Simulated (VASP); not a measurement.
A run of VASP 6.6.1:

Contents of POSCAR:

```
Pb
1.0
    0.0000000000      3.3687966822      3.3687966822
    3.3687966822      0.0000000000      3.3687966822
    3.3687966822      3.3687966822      0.0000000000
Pb
2
Direct
    0.2500000000      0.2500000000      0.2500000000
    0.0000000000      0.0000000000      0.0000000000
```

The input INCAR.step1:

```
SYSTEM = Pb
ALGO = Normal
EDIFF = 1E-4
ENCUT = 520
GGA = PE
ISMEAR = -1
LASPH = .TRUE.
LCHARG = .FALSE.
LREAL = .FALSE.
LWAVE = .TRUE.
NBANDS = 21
NELM = 100
PREC = Accurate
SIGMA = 0.05
```

File INCAR.step2:

```
SYSTEM = Pb
ALGO = Normal
EDIFF = 1E-6
ENCUT = 520
ISIF = 2
ISMEAR = -1
ISTART = 1
LASPH = .TRUE.
LCHARG = .FALSE.
LMIXTAU = .TRUE.
LREAL = .FALSE.
LWAVE = .FALSE.
METAGGA = R2SCAN
NBANDS = 21
NELM = 100
PREC = Accurate
SIGMA = 0.05
```

The input KPOINTS:

```
k-points
0
G
  7 7 7
  0 0 0
```

Potentials or basis: VASP PAW PBE potentials, release 64 (Pb_d).

Command:

```bash
$ cat potpaw_PBE.64/Pb_d/POTCAR > POTCAR
$ cp INCAR.step1 INCAR
$ mpirun -np 1 vasp_std > vasp.out
$ cp INCAR.step2 INCAR
$ mpirun -np 1 vasp_std > vasp.out
```

Hardware: 1 thread of Intel(R) Xeon(R) 6975P-C (Granite Rapids), on a shared host.

Task: Estimate the wall time of this run.

Result: It took 49 s on 1 thread of Intel(R) Xeon(R) 6975P-C (Granite Rapids) (shared host), peak memory 0.22 GiB. Counts: k points 20.
